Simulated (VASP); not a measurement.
Runs of VASP 6.6.1 on Te. The structure is that of space group P6_3/mmc (No. 194), or close to it. The cells are those of the table. 

```csv
task,cell,cutoff (eV),gap on the mesh (eV),pressure (GPa)
single point,"a = 3.304, b = 3.304, c = 5.047 Å, angles 90.0, 90.0, 120.0°, 2 atoms",520,none,(a)
relaxation of cell and atoms,"relaxed to 20 GPa from a = 3.330, b = 3.330, c = 5.438 Å, angles 90.0, 90.0, 120.0°, 2 atoms",600,none,20.0
single point,"a = 3.818, b = 3.818, c = 4.538 Å, angles 90.0, 90.0, 120.0°, 2 atoms",520,none,0.0
single point,"a = 3.202, b = 3.202, c = 4.944 Å, angles 90.0, 90.0, 120.0°, 2 atoms",520,none,19.8
relaxation of cell and atoms,"relaxed from a = 3.330, b = 3.330, c = 5.438 Å, angles 90.0, 90.0, 120.0°, 2 atoms",600,none,0.0
single point,"a = 3.579, b = 3.579, c = 4.674 Å, angles 90.0, 90.0, 120.0°, 2 atoms",520,none,4.9
relaxation of cell and atoms,"relaxed to 10 GPa from a = 3.330, b = 3.330, c = 5.438 Å, angles 90.0, 90.0, 120.0°, 2 atoms",600,none,10.0
relaxation of cell and atoms,"relaxed to 5 GPa from a = 3.330, b = 3.330, c = 5.438 Å, angles 90.0, 90.0, 120.0°, 2 atoms",600,none,5.0
```

Alike in all rows: level PBE+D3(BJ); potentials or basis VASP PAW PBE potentials, release 64 (Te); no spin polarisation; k mesh 6 × 6 × 3; smearing fermi-dirac 0.05 eV.

Question: Fill in the values left out.

Answer: (a) 9.9.

Caveats: all runs use coarse meshes; spin-orbit coupling is left out, which moves the levels of the heavy elements; pairwise dispersion overbinds metals, which lowers pressure and volume; the cell is relaxed towards a set pressure, so the enthalpy falls and the energy may rise (some runs).

A k mesh can miss the band edges, and the runs leave out spin-orbit coupling on Te.

A gap of «none» marks levels without a gap at the run's occupations.
